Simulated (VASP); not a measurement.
# I2 in VASP: a series of runs

I2 is run at these levels: revPBE; tasks: single point, relaxation of the atoms.

Everything below comes from runs of VASP 6.6.1. Logs are shortened: lines on timing, memory, paths and dates and some standing lists are left out, and cuts for length are marked.

### Step 1. The cell of the first run

The cell holds a molecule in a box, 2 atoms: a = 12.000 Å, b = 12.300 Å, c = 12.600 Å, α = 90.00°, β = 90.00°, γ = 90.00°.

### Step 2. Single point, revPBE

INCAR reads:

```
PREC = Accurate
ENCUT = 520
EDIFF = 1E-7
ISMEAR = -1
SIGMA = 0.01
LREAL = False
LASPH = True
NELM = 80
ALGO = Normal
ISIF = 2
LWAVE = False
LCHARG = False
GGA = RE
NBANDS = 14
```

KPOINTS reads:

```
Automatic mesh
0
Gamma
  1 1 1
```

POSCAR reads:

```
I
1.0
   12.0000000000      0.0000000000      0.0000000000
    0.0000000000     12.3000000000      0.0000000000
    0.0000000000      0.0000000000     12.6000000000
I
2
Direct
    0.5000000000      0.5000000000      0.3930596227
    0.5000000000      0.5000000000      0.6069403773
```

Potentials or basis: VASP PAW PBE potentials, release 64 (I).

Command:

```bash
$ cat potpaw_PBE.64/I/POTCAR > POTCAR
$ mpirun -np 1 vasp_gam > vasp.out
```

OUTCAR:

```text
PREC = Accurate
   ENCUT = 520
   EDIFF = 1E-7
   ISMEAR = -1
   LREAL = False
   LASPH = True
   NELM = 80
   ISIF = 2
   GGA = RE

 ion  position               nearest neighbor table
   1  0.500  0.500  0.393-   2 2.69
   2  0.500  0.500  0.607-   1 2.69

  LATTYP: Found a simple orthorhombic cell.
 ALAT       =    12.0000000000
 B/A-ratio  =     1.0250000000
 C/A-ratio  =     1.0500000000

  Lattice vectors:

 A1 = (  12.0000000000,   0.0000000000,   0.0000000000)
 A2 = (   0.0000000000,  12.3000000000,   0.0000000000)
 A3 = (   0.0000000000,   0.0000000000,  12.6000000000)

Analysis of symmetry for initial positions (statically):
=====================================================================
 Subroutine PRICEL returns:
 Original cell was already a primitive cell.

 Routine SETGRP: Setting up the symmetry group for a
 simple orthorhombic supercell.

 Subroutine GETGRP returns: Found  8 space group operations
 (whereof  8 operations were pure point group operations)
 out of a pool of  8 trial point group operations.

The static configuration has the point symmetry D_2h.

Analysis of symmetry for dynamics (positions and initial velocities):
=====================================================================
 Subroutine PRICEL returns:
 Original cell was already a primitive cell.

 Routine SETGRP: Setting up the symmetry group for a
 simple orthorhombic supercell.

 Subroutine GETGRP returns: Found  8 space group operations
 (whereof  8 operations were pure point group operations)
 out of a pool of  8 trial point group operations.

The dynamic configuration has the point symmetry D_2h.

 Subroutine INISYM returns: Found  8 space group operations
 (whereof  8 operations are pure point group operations),
 and found     1 'primitive' translations

----------------------------------------------------------------------------------------

                                     Primitive cell

  volume of cell :    1859.7600

  direct lattice vectors                    reciprocal lattice vectors
    12.000000000  0.000000000  0.000000000     0.083333333  0.000000000  0.000000000
     0.000000000 12.300000000  0.000000000     0.000000000  0.081300813  0.000000000
     0.000000000  0.000000000 12.600000000     0.000000000  0.000000000  0.079365079

  length of vectors
    12.000000000 12.300000000 12.600000000     0.083333333  0.081300813  0.079365079

  position of ions in fractional coordinates (direct lattice)
     0.500000000  0.500000000  0.393059623
     0.500000000  0.500000000  0.606940377

  ion indices of the primitive-cell ions
   primitive index   ion index
                 1           1
                 2           2

----------------------------------------------------------------------------------------

 KPOINTS: Automatic mesh

Automatic generation of k-mesh.
 Grid dimensions read from file:
 generate k-points for:    1    1    1

 Generating k-lattice:

  Cartesian coordinates                     Fractional coordinates (reciprocal lattice)
     0.083333333  0.000000000  0.000000000     1.000000000  0.000000000  0.000000000
     0.000000000  0.081300813  0.000000000     0.000000000  1.000000000  0.000000000
     0.000000000  0.000000000  0.079365079     0.000000000  0.000000000  1.000000000

  Length of vectors
     0.083333333  0.081300813  0.079365079

  Shift w.r.t. Gamma in fractional coordinates (k-lattice)
     0.000000000  0.000000000  0.000000000

 Subroutine IBZKPT returns following result:
 ===========================================

 Found      1 irreducible k-points:

 Following reciprocal coordinates:
            Coordinates               Weight
  0.000000  0.000000  0.000000      1.000000
   k-points           NKPTS =      1   k-points in BZ     NKDIM =      1   number of bands    NBANDS=     14
   number of dos      NEDOS =    301   number of ions     NIONS =      2
   total plane-waves  NPLWV = 829440
   dimension x,y,z NGX =    90 NGY =   96 NGZ =   96
   dimension x,y,z NGXF=   180 NGYF=  192 NGZF=  192
   ions per type =               2
   NGX,Y,Z   is equivalent  to a cutoff of  12.47, 12.98, 12.67 a.u.
   NGXF,Y,Z  is equivalent  to a cutoff of  24.94, 25.95, 25.33 a.u.
 SYSTEM =  unknown system
   PREC   = accura    normal or accurate (medium, high low for compatibility)
   ISTART =      0    job   : 0-new  1-cont  2-samecut
   ICHARG =      2    charge: 1-file 2-atom 10-const
   ISPIN  =      1    spin polarized calculation?
   LNONCOLLINEAR =      F non collinear calculations
   LSORBIT =      F    spin-orbit coupling
   LASPH  =      T    aspherical Exc in radial PAW
   ENCUT  =  520.0 eV  38.22 Ry    6.18 a.u.  22.31 22.87 23.43*2*pi/ulx,y,z
   NELM   =     80;   NELMIN=  2; NELMDL= -5     # of ELM steps
   EDIFF  = 0.1E-06   stopping-criterion for ELM
   LREAL  =      F    real-space projection
   EDIFFG = 0.1E-05   stopping-criterion for IOM
   NSW    =      0    number of steps for IOM
   IBRION =     -1    ionic relax: 0-MD 1-quasi-New 2-CG
   NFREE  =      0    steps in history (QN), initial steepest desc. (CG)
   ISIF   =      2    stress and relaxation
   ISYM   =      2    0-nonsym 1-usesym 2-fastsym
   POTIM  = 0.5000    time-step for ionic-motion
   TEBEG  =    0.0;   TEEND  =   0.0 temperature during run
   PSTRESS=    0.0 pullay stress
   NELECT =      14.0000    total number of electrons
   NUPDOWN=      -1.0000    fix difference up-down
   EMIN   =  10.00;   EMAX   =-10.00  energy-range for DOS
   EFERMI =   0.00;   METHOD = LEGACY
   ISMEAR =    -1;   SIGMA  =   0.01  broadening in eV -4-tet -1-fermi 0-gaus
   EFERMI_NEDOS =   21; number of points for ismear=-14 and -15
   IALGO  =     38    algorithm
   IMIX   =      4    mixing-type and parameters
     AMIX     =   0.40;   BMIX     =  1.00
     AMIX_MAG =   1.60;   BMIX_MAG =  1.00
  volume/ion in A,a.u.               =     929.88      6275.14
  Fermi-wavevector in a.u.,A,eV,Ry     =   0.320847  0.606314  1.400625  0.102943
  Thomas-Fermi vector in A             =   1.207823
   LORBIT       =      0    0 simple, 1 ext, 2 COOP (PROOUT), +10 PAW based schemes
   GGA     = RE    functional components
   LHFCALC =     F    Hartree Fock is set to
   AEXX    =    0.0000 exact exchange contribution
   IVDW    =     0    specifies the selected vdW correction
   LEPSILON=     F    determine dielectric tensor
   LRPA    =     F    only Hartree local field effects (RPA)
 non-spin polarized calculation
  energy-cutoff  :      520.00
  volume of cell :     1859.76
 maximum number of plane-waves:     25042
 NGX is ok and might be reduce to    90
   NGX = 45   NGY = 45   NGZ = 47

 number of electron      14.0000003 magnetization

 Free energy of the ion-electron system (eV)
  ---------------------------------------------------
  ext. energy  EPLUGINS =         0.00000000
  ---------------------------------------------------
  free energy    TOTEN  =        -2.52001023 eV

  energy without entropy =       -2.52001023  energy(sigma->0) =       -2.52001023

 E-fermi :  -5.6054     XC(G=0):  -0.8335

 val. band max:       -5.8731741361   @ k =   0.0000   0.0000   0.0000
 cond. band min:      -4.0549564160   @ k =   0.0000   0.0000   0.0000
 fundamental gap:      1.8182177201
 Fermi energy:        -5.6053659636

 k-point     1 :       0.0000    0.0000    0.0000
  band No.  band energies     occupation
      1     -18.3636      2.00000
      2     -16.2478      2.00000
      3      -9.1439      2.00000
      4      -7.4227      2.00000
      5      -7.4227      2.00000
      6      -5.8732      2.00000
      7      -5.8732      2.00000
      8      -4.0550      0.00000
      9      -0.3851      0.00000
     10       0.5381      0.00000
     11       0.6330      0.00000
     12       0.7322      0.00000
     13       0.7684      0.00000
     14       0.8151      0.00000

------------------------ aborting loop because EDIFF is reached ----------------------------------------

  FORCE on cell =-STRESS in cart. coord.  units (eV):
  Direction    XX          YY          ZZ          XY          YZ          ZX
  --------------------------------------------------------------------------------------
  -------------------------------------------------------------------------------------
  Total        0.0000541     -0.0003275     -0.0509380      0.0000000      0.0000000      0.0000000
  in kB        0.0000466     -0.0002821     -0.0438829      0.0000000      0.0000000      0.0000000
  external PRESSURE =      -0.0147061 kB  Pullay stress =       0.0000000 kB

 VOLUME and BASIS-vectors are now :
 -----------------------------------------------------------------------------
  energy-cutoff  :      520.00
  volume of cell :     1859.76
      direct lattice vectors                 reciprocal lattice vectors
    12.000000000  0.000000000  0.000000000     0.083333333  0.000000000  0.000000000
     0.000000000 12.300000000  0.000000000     0.000000000  0.081300813  0.000000000
     0.000000000  0.000000000 12.600000000     0.000000000  0.000000000  0.079365079

 POSITION                                       TOTAL-FORCE (eV/Angst)
 -----------------------------------------------------------------------------------
      6.00000      6.15000      4.95255         0.000000      0.000000      0.019938
      6.00000      6.15000      7.64745         0.000000      0.000000     -0.019938
 -----------------------------------------------------------------------------------
    total drift:                                0.000000     -0.000000     -0.000000

  FREE ENERGIE OF THE ION-ELECTRON SYSTEM (eV)
  ---------------------------------------------------
  free  energy   TOTEN  =        -2.5200102274 eV

  energy  without entropy=       -2.5200102274  energy(sigma->0) =       -2.52001023
```

It took 2.9 min on 1 thread of AMD EPYC 7R43 (Zen 3), shared host; peak memory 1.1 GiB.

What came out:

```
Free energy                     : -2.5200 eV
Largest force                   : 0.020 eV/Å
Gap between the frontier levels : 1.82 eV
```

Forces on the atoms (eV/Å):
```
I    0.000  0.000  0.020
I    0.000  0.000 -0.020
```

Caveat: the PAW data sets were made with another functional, which shifts forces and pressure a little; spin-orbit coupling is left out, which moves the levels of the heavy elements.

### Step 3. Relaxation of the atoms, revPBE

INCAR reads:

```
SYSTEM = I
PREC = Accurate ; ENCUT = 520
EDIFF = 1E-6 ; ISMEAR = -1
SIGMA = 0.01 ; LREAL = .FALSE.
LASPH = .TRUE. ; NELM = 60
ALGO = Normal ; ISIF = 2
LWAVE = .FALSE. ; LCHARG = .FALSE.
GGA = RE ; IBRION = 2
NSW = 80 ; EDIFFG = -0.01
```

KPOINTS reads:

```
Automatic mesh
0
G
  1 1 1
  0 0 0
```

POSCAR reads:

```
I
1.0
   12.0000000000      0.0000000000      0.0000000000
    0.0000000000     12.3000000000      0.0000000000
    0.0000000000      0.0000000000     12.6000000000
I
2
Direct
    0.5000000000      0.5000000000      0.3936507937
    0.5000000000      0.5000000000      0.6063492063
```

Potentials or basis: VASP PAW PBE potentials, release 64 (I).

Command:

```bash
$ cat potpaw_PBE.64/I/POTCAR > POTCAR
$ mpirun -np 1 vasp_gam > vasp.out
```

Run time: 3.2 min. Hardware: 1 thread of AMD EPYC 7R43 (Zen 3), shared host; peak memory 1.4 GiB.

Results (log left out):

| Property | Result |
| --- | --- |
| Free energy | -2.5200 eV |
| Energy gained by relaxing | 0.4 meV/atom |
| Ionic steps | 2 |
| Largest force after relaxing | 0.005 eV/Å |
| Gap between the frontier levels | 1.82 eV |

Forces on the atoms (eV/Å):
```
I    0.000  0.000  0.005
I    0.000  0.000 -0.005
```

The path:
```tsv
step	energy change (eV)	largest force (eV/Å)	pressure (GPa)
1	0.0000	0.1390	0.01
2	-0.0009	0.0047	0.00
```

Final structure:
```xyz
2
Lattice="12.0000 0.0000 0.0000 0.0000 12.3000 0.0000 0.0000 0.0000 12.6000" Properties=species:S:1:pos:R:3 pbc="T T T"
I     6.0000    6.1500    4.9533
I     6.0000    6.1500    7.6467
```

Levels at points of the mesh, in eV from the valence-band top:
```csv
k point,band 4,band 5,band 6,band 7,band 8,band 9,band 10,band 11
"(0.00, 0.00, 0.00)",-1.55,-1.55,0.00,0.00,1.82,5.49,6.39,6.51
```

Caveat: the PAW data sets were made with another functional, which shifts forces and pressure a little; spin-orbit coupling is left out, which moves the levels of the heavy elements.
